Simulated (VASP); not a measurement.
## AlNi: single point with PBEsol

AlNi:

```
CELL_PARAMETERS angstrom
1.93869 -1.95319 0.00000
1.93869 1.95319 0.00000
0.00000 0.00000 3.09943
ATOMIC_POSITIONS crystal
Ni 0.50000 0.50000 0.50000
Al 0.00000 0.00000 0.00000
```

```
Program                : VASP 6.6.1
Task                   : single point
Functional             : PBEsol
Potentials or basis    : VASP PAW PBE potentials, release 64 (Ni_sv_GW, Al)
Cutoff                 : 690 eV
k mesh                 : 8 × 8 × 7
Occupations            : fermi-dirac, width 0.05 eV
Spin                   : collinear spin, ferromagnetic start
Starting moments       : [1.2, 0.0] μB
Fixed moment           : 1.2 μB
Dipole correction      : no
Further INCAR settings : ALGO = Normal; EDIFF = 1e-06; NBANDS = 22
```

```
Pressure                                              : 5.7 GPa
Net moment                                            : 1.20 μB per cell
Site moments                                          : Ni +0.82; Al +0.08 μB
Valence electrons inside the program's atomic spheres : Ni 16.43; Al 0.82
```

Stress tensor (GPa, compression positive):
```
9.07 0.00 0.00
0.00 7.29 0.00
0.00 0.00 0.63
```

Wall time 44 s on 1 thread of Intel(R) Xeon(R) 6975P-C (Granite Rapids), with other jobs on the host, peak memory 0.25 GiB.

Caveat: the stress differs along the axes, from 1 to 9 GPa; the PAW data sets were made with another functional, which shifts forces and pressure a little; the total moment is fixed, so each spin has its own Fermi level and the state may be an excited one.
